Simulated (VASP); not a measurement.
A run of VASP 6.6.1 is set up as follows.

File INCAR:

```
ALGO = Normal
EDIFF = 1E-7
ENCUT = 520
GGA = PE
ISIF = 2
ISMEAR = -1
ISPIN = 2
LASPH = True
LCHARG = False
LMAXMIX = 4
LORBIT = 11
LREAL = False
LWAVE = False
MAGMOM = 1
NBANDS = 16
NELM = 150
PREC = Accurate
SIGMA = 0.05
```

File KPOINTS:

```
k-points
0
Gamma
  19 19 19
```

The input POSCAR:

```
Nb
1.0
    2.7200861428      0.0000000000      0.0000000000
    0.0000000000      2.7200861428      0.0000000000
    0.0000000000      0.0000000000      2.7200861428
Nb
1
Direct
    0.0000000000      0.0000000000      0.0000000000
```

Potentials or basis: VASP PAW PBE potentials, release 64 (Nb_sv).

Command:

```sh
$ cat potpaw_PBE.64/Nb_sv/POTCAR > POTCAR
$ mpirun -np 1 vasp_std > vasp.out
```

(1) Predict the net moment.

(2) What does it give for the pressure?

## Answers

(1) 0.00 μB per cell.

(2) -0.5 GPa.
